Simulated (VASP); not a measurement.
Crystal: Cu.

```
Cu
1.0
     0.00000    1.80750    1.80750
     1.80750    0.00000    1.80750
     1.80750    1.80750    0.00000
Cu
1
Direct
  0.00000 0.00000 0.00000
```

Program: VASP 6.6.1. Alike in all runs: task single point; no spin polarisation; cell as given; k mesh 6 × 6 × 6; cutoff (eV) 600; smearing fermi-dirac 0.2 eV.

Problem. Order these runs on this cell by their pressure, lowest first.
A. level PBE; potentials or basis VASP PAW PBE potentials, release 64 (Cu)
B. level LDA; potentials or basis VASP PAW LDA potentials, release 64 (Cu)
C. level PBEsol; potentials or basis VASP PAW PBE potentials, release 64 (Cu)
D. level RPBE; potentials or basis VASP PAW PBE potentials, release 64 (Cu)

Solution. B (-10.5 GPa), C (-4.6 GPa), A (3.5 GPa), D (8.5 GPa).

Caveats: all runs use coarse meshes; the PAW data sets were made with another functional, which shifts forces and pressure a little (some runs).
